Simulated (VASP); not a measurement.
# Si2Ge2Ir (P-6m2) in VASP: further runs

The runs below take Si2Ge2Ir through single point, relaxation of cell and atoms, with PBE.

Everything below comes from runs of VASP 6.6.1. Logs are shortened: lines on timing, memory, paths and dates and some standing lists are left out, and cuts for length are marked.

## (1) The cell of the first run

Symmetry: P-6m2, No. 187, hexagonal system. Conventional cell: a = 4.411 Å, b = 4.411 Å, c = 5.348 Å, α = 90.00°, β = 90.00°, γ = 120.00°. Within 3.4 Å of Si (site symmetry -6m2) lie 3 Ge at 2.55 Å and 2 Si at 2.67 Å. Si (site symmetry -6m2) has 3 Ge at 2.55 Å and 3 Ir at 2.55 Å and 2 Si at 2.67 Å within 3.4 Å. Ge (site symmetry -6m2) has 3 Si at 2.55 Å and 3 Ir at 2.55 Å and 2 Ge at 2.67 Å within 3.4 Å. Ge (site symmetry -6m2) has 3 Si at 2.55 Å and 2 Ge at 2.67 Å within 3.4 Å. Within 3.4 Å of Ir (site symmetry -6m2) lie 3 Si at 2.55 Å and 3 Ge at 2.55 Å.

The cell was built from a structure type or drawn by symmetry, and may not be a known phase.

## (2) Single point, PBE

Input file INCAR:

```
SYSTEM = Si2Ge2Ir
PREC = Accurate ; ENCUT = 500
EDIFF = 1E-6 ; ISMEAR = 0
SIGMA = 0.2 ; LREAL = .False.
LASPH = .True. ; NELM = 120
ALGO = Normal ; ISIF = 2
LWAVE = .False. ; LCHARG = .False.
GGA = PE ; NBANDS = 30
GGA_COMPAT = .False.
```

Input file KPOINTS:

```
regular mesh
0
Gamma
  5 5 3
  0 0 0
```

Input file POSCAR:

```
Si2Ge2Ir
1.0
    4.4107288996      0.0000000000      0.0000000000
   -2.2053644498      3.8198032763      0.0000000000
    0.0000000000      0.0000000000      5.3481945462
Si Ge Ir
2 2 1
Direct
    0.0000000000      0.0000000000      0.0000000000
    0.0000000000      0.0000000000      0.5000000000
    0.6666666667      0.3333333333      0.5000000000
    0.6666666667      0.3333333333      0.0000000000
    0.3333333333      0.6666666667      0.5000000000
```

Potentials or basis: VASP PAW PBE potentials, release 64 (Si, Ge_d, Ir).

Launch:

```
> cat potpaw_PBE.64/Si/POTCAR potpaw_PBE.64/Ge_d/POTCAR potpaw_PBE.64/Ir/POTCAR > POTCAR
> mpirun -np 1 vasp_std > vasp.out
```

OUTCAR:

```text
SYSTEM = Si2Ge2Ir
   PREC = Accurate
   ENCUT = 500
   EDIFF = 1E-6
   ISMEAR = 0
   LREAL = .False.
   LASPH = .True.
   NELM = 120
   ISIF = 2
   GGA = PE

 ion  position               nearest neighbor table
   1  0.000  0.000  0.000-   4 2.55   4 2.55   4 2.55   2 2.67   2 2.67
   2  0.000  0.000  0.500-   3 2.55   5 2.55   3 2.55   5 2.55   3 2.55   5 2.55   1 2.67   1 2.67

   3  0.667  0.333  0.500-   5 2.55   2 2.55   5 2.55   2 2.55   2 2.55   5 2.55   4 2.67   4 2.67

   4  0.667  0.333  0.000-   1 2.55   1 2.55   1 2.55   3 2.67   3 2.67
   5  0.333  0.667  0.500-   2 2.55   3 2.55   3 2.55   2 2.55   2 2.55   3 2.55

  LATTYP: Found a hexagonal cell.
 ALAT       =     4.4107288996
 C/A-ratio  =     1.2125421145

  Lattice vectors:

 A1 = (   4.4107288996,   0.0000000000,   0.0000000000)
 A2 = (  -2.2053644498,   3.8198032763,   0.0000000000)
 A3 = (   0.0000000000,   0.0000000000,   5.3481945462)

Analysis of symmetry for initial positions (statically):
=====================================================================
 Subroutine PRICEL returns:
 Original cell was already a primitive cell.

 Routine SETGRP: Setting up the symmetry group for a
 hexagonal supercell.

 Subroutine GETGRP returns: Found 12 space group operations
 (whereof 12 operations were pure point group operations)
 out of a pool of 24 trial point group operations.

The static configuration has the point symmetry D_3h.

Analysis of symmetry for dynamics (positions and initial velocities):
=====================================================================
 Subroutine PRICEL returns:
 Original cell was already a primitive cell.

 Routine SETGRP: Setting up the symmetry group for a
 hexagonal supercell.

 Subroutine GETGRP returns: Found 12 space group operations
 (whereof 12 operations were pure point group operations)
 out of a pool of 24 trial point group operations.

The dynamic configuration has the point symmetry D_3h.

 Subroutine INISYM returns: Found 12 space group operations
 (whereof 12 operations are pure point group operations),
 and found     1 'primitive' translations

----------------------------------------------------------------------------------------

                                     Primitive cell

  volume of cell :      90.1070

  direct lattice vectors                    reciprocal lattice vectors
     4.410728900  0.000000000  0.000000000     0.226719897  0.130896793  0.000000000
    -2.205364450  3.819803276  0.000000000     0.000000000  0.261793587  0.000000000
     0.000000000  0.000000000  5.348194546     0.000000000  0.000000000  0.186978987

  length of vectors
     4.410728900  4.410728900  5.348194546     0.261793587  0.261793587  0.186978987

  position of ions in fractional coordinates (direct lattice)
     0.000000000  0.000000000  0.000000000
     0.000000000  0.000000000  0.500000000
     0.666666667  0.333333333  0.500000000
     0.666666667  0.333333333  0.000000000
     0.333333333  0.666666667  0.500000000

  ion indices of the primitive-cell ions
   primitive index   ion index
                 1           1
                 2           2
                 3           3
                 4           4
                 5           5

----------------------------------------------------------------------------------------

 KPOINTS: regular mesh

Automatic generation of k-mesh.
 Grid dimensions read from file:
 generate k-points for:    5    5    3

 Generating k-lattice:

  Cartesian coordinates                     Fractional coordinates (reciprocal lattice)
     0.045343979  0.026179359  0.000000000     0.200000000 -0.000000000  0.000000000
     0.000000000  0.052358717  0.000000000     0.000000000  0.200000000  0.000000000
     0.000000000  0.000000000  0.062326329     0.000000000  0.000000000  0.333333333

  Length of vectors
     0.052358717  0.052358717  0.062326329

  Shift w.r.t. Gamma in fractional coordinates (k-lattice)
     0.000000000  0.000000000  0.000000000

 Subroutine IBZKPT returns following result:
 ===========================================

 Found     10 irreducible k-points:

 Following reciprocal coordinates:
            Coordinates               Weight
  0.000000  0.000000  0.000000      1.000000
  0.200000 -0.000000  0.000000      6.000000
  0.400000 -0.000000  0.000000      6.000000
  0.200000  0.200000  0.000000      6.000000
  0.400000  0.200000  0.000000      6.000000
  0.000000  0.000000  0.333333      2.000000
  0.200000 -0.000000  0.333333     12.000000
  0.400000 -0.000000  0.333333     12.000000
  0.200000  0.200000  0.333333     12.000000
  0.400000  0.200000  0.333333     12.000000
   k-points           NKPTS =     10   k-points in BZ     NKDIM =     10   number of bands    NBANDS=     30
   number of dos      NEDOS =    301   number of ions     NIONS =      5
   total plane-waves  NPLWV =  40960
   dimension x,y,z NGX =    32 NGY =   32 NGZ =   40
   dimension x,y,z NGXF=    64 NGYF=   64 NGZF=   80
   ions per type =               2   2   1
   NGX,Y,Z   is equivalent  to a cutoff of  12.06, 12.06, 12.43 a.u.
   NGXF,Y,Z  is equivalent  to a cutoff of  24.12, 24.12, 24.87 a.u.
 SYSTEM =  Si2Ge2Ir
   PREC   = accura    normal or accurate (medium, high low for compatibility)
   ISTART =      0    job   : 0-new  1-cont  2-samecut
   ICHARG =      2    charge: 1-file 2-atom 10-const
   ISPIN  =      1    spin polarized calculation?
   LNONCOLLINEAR =      F non collinear calculations
   LSORBIT =      F    spin-orbit coupling
   LASPH  =      T    aspherical Exc in radial PAW
   ENCUT  =  500.0 eV  36.75 Ry    6.06 a.u.   8.04  8.04  9.75*2*pi/ulx,y,z
   NELM   =    120;   NELMIN=  2; NELMDL= -5     # of ELM steps
   EDIFF  = 0.1E-05   stopping-criterion for ELM
   LREAL  =      F    real-space projection
   EDIFFG = 0.1E-04   stopping-criterion for IOM
   NSW    =      0    number of steps for IOM
   IBRION =     -1    ionic relax: 0-MD 1-quasi-New 2-CG
   NFREE  =      0    steps in history (QN), initial steepest desc. (CG)
   ISIF   =      2    stress and relaxation
   ISYM   =      2    0-nonsym 1-usesym 2-fastsym
   POTIM  = 0.5000    time-step for ionic-motion
   TEBEG  =    0.0;   TEEND  =   0.0 temperature during run
   PSTRESS=    0.0 pullay stress
   NELECT =      45.0000    total number of electrons
   NUPDOWN=      -1.0000    fix difference up-down
   EMIN   =  10.00;   EMAX   =-10.00  energy-range for DOS
   EFERMI =   0.00;   METHOD = LEGACY
   ISMEAR =     0;   SIGMA  =   0.20  broadening in eV -4-tet -1-fermi 0-gaus
   EFERMI_NEDOS =   21; number of points for ismear=-14 and -15
   IALGO  =     38    algorithm
   IMIX   =      4    mixing-type and parameters
     AMIX     =   0.40;   BMIX     =  1.00
     AMIX_MAG =   1.60;   BMIX_MAG =  1.00
  volume/ion in A,a.u.               =      18.02       121.61
  Fermi-wavevector in a.u.,A,eV,Ry     =   1.298851  2.454473 22.953234  1.687015
  Thomas-Fermi vector in A             =   2.430153
   LORBIT       =      0    0 simple, 1 ext, 2 COOP (PROOUT), +10 PAW based schemes
   GGA     = PE    functional components
   LHFCALC =     F    Hartree Fock is set to
   AEXX    =    0.0000 exact exchange contribution
   IVDW    =     0    specifies the selected vdW correction
   LEPSILON=     F    determine dielectric tensor
   LRPA    =     F    only Hartree local field effects (RPA)
 non-spin polarized calculation
 Gauss-broadening in eV      SIGMA  =   0.20
  energy-cutoff  :      500.00
  volume of cell :       90.11
 maximum number of plane-waves:      2295
   NGX = 17   NGY = 17   NGZ = 19

 number of electron      44.9999987 magnetization

 Free energy of the ion-electron system (eV)
  ---------------------------------------------------
  ext. energy  EPLUGINS =         0.00000000
  ---------------------------------------------------
  free energy    TOTEN  =       -26.90246821 eV

  energy without entropy =      -26.80674249  energy(sigma->0) =      -26.85460535

 E-fermi :   6.8071     XC(G=0): -11.0178

 val. band max:        6.7846933989   @ k =   0.2000   0.2000   0.3333
 cond. band min:       6.8355156307   @ k =   0.2000  -0.0000   0.0000
 fundamental gap:      0.0508222318
 Fermi energy:         6.8070536720

 k-point     1 :       0.0000    0.0000    0.0000
  band No.  band energies     occupation
      1     -17.9282      2.00000
      2     -17.8116      2.00000
      3     -17.8116      2.00000
      4     -17.7712      2.00000
      5     -17.7712      2.00000
      6     -17.6975      2.00000
[... 22 lines left out ...]
     29      10.7595      0.00000
     30      10.7595      0.00000

 k-point     2 :       0.2000   -0.0000    0.0000
  band No.  band energies     occupation
      1     -17.9272      2.00000
      2     -17.8119      2.00000
      3     -17.8118      2.00000
      4     -17.7740      2.00000
      5     -17.7718      2.00000
      6     -17.6977      2.00000
[... 22 lines left out ...]
     29      12.2901      0.00000
     30      12.5236      0.00000

 k-point     3 :       0.4000   -0.0000    0.0000
  band No.  band energies     occupation
      1     -17.9254      2.00000
      2     -17.8123      2.00000
      3     -17.8121      2.00000
      4     -17.7786      2.00000
      5     -17.7727      2.00000
      6     -17.6979      2.00000
[... 22 lines left out ...]
     29      12.5154      0.00000
     30      14.2667      0.00000

 k-point     4 :       0.2000    0.2000    0.0000
  band No.  band energies     occupation
      1     -17.9257      2.00000
      2     -17.8125      2.00000
      3     -17.8118      2.00000
      4     -17.7772      2.00000
      5     -17.7731      2.00000
      6     -17.6978      2.00000
[... 154 lines left out ...]
     29      12.7758      0.00000
     30      13.1471      0.00000

 k-point     9 :       0.2000    0.2000    0.3333
  band No.  band energies     occupation
      1     -17.8752      2.00000
      2     -17.7986      2.00000
      3     -17.7979      2.00000
      4     -17.7769      2.00000
      5     -17.7729      2.00000
      6     -17.7311      2.00000
[... 22 lines left out ...]
     29      12.7893      0.00000
     30      13.1535      0.00000

 k-point    10 :       0.4000    0.2000    0.3333
  band No.  band energies     occupation
      1     -17.8741      2.00000
      2     -17.7989      2.00000
      3     -17.7979      2.00000
      4     -17.7787      2.00000
      5     -17.7739      2.00000
      6     -17.7304      2.00000
[... 22 lines left out ...]
     29      12.2570      0.00000
     30      12.7218      0.00000

------------------------ aborting loop because EDIFF is reached ----------------------------------------

  FORCE on cell =-STRESS in cart. coord.  units (eV):
  Direction    XX          YY          ZZ          XY          YZ          ZX
  --------------------------------------------------------------------------------------
  -------------------------------------------------------------------------------------
  Total       -0.0369831     -0.0369831     -0.1291686      0.0000000     -0.0000000      0.0000000
  in kB       -0.6575905     -0.6575905     -2.2967249      0.0000000     -0.0000000      0.0000000
  external PRESSURE =      -1.2039686 kB  Pullay stress =       0.0000000 kB

 VOLUME and BASIS-vectors are now :
 -----------------------------------------------------------------------------
  energy-cutoff  :      500.00
  volume of cell :       90.11
      direct lattice vectors                 reciprocal lattice vectors
     4.410728900  0.000000000  0.000000000     0.226719897  0.130896793  0.000000000
    -2.205364450  3.819803276  0.000000000     0.000000000  0.261793587  0.000000000
     0.000000000  0.000000000  5.348194546     0.000000000  0.000000000  0.186978987

 POSITION                                       TOTAL-FORCE (eV/Angst)
 -----------------------------------------------------------------------------------
      0.00000      0.00000      0.00000        -0.000000      0.000000      0.000000
      0.00000      0.00000      2.67410        -0.000000      0.000000      0.000000
      2.20536      1.27327      2.67410         0.000000     -0.000000      0.000000
      2.20536      1.27327      0.00000        -0.000000      0.000000      0.000000
     -0.00000      2.54654      2.67410        -0.000000      0.000000      0.000000
 -----------------------------------------------------------------------------------
    total drift:                                0.000003     -0.000002      0.000000

  FREE ENERGIE OF THE ION-ELECTRON SYSTEM (eV)
  ---------------------------------------------------
  free  energy   TOTEN  =       -26.9024682063 eV

  energy  without entropy=      -26.8067424946  energy(sigma->0) =      -26.85460535
```

It took 34 s on 1 thread of Intel Xeon 8259CL, shared host; peak memory 0.2 GiB.

What came out:

| Item | Value |
| --- | --- |
| Free energy | -26.9025 eV |
| Pressure | -0.1 GPa |
| Band gap on the k mesh | zero (an odd number of electrons rules out a gap without spin polarisation) |

Levels at points of the mesh, in eV from the Fermi level:
```csv
k point,band 20,band 21,band 22,band 23,band 24,band 25,band 26,band 27
"(0.00, 0.00, 0.00)",-1.27,-1.00,0.20,0.26,0.28,0.28,3.43,3.43
```

Caveat: the k points lie up to 0.39 Å⁻¹ apart, too coarse for converged energies and pressures of a metal; spin-orbit coupling is left out, which moves the levels of the heavy elements.

(Continued in part 2 of 4.)
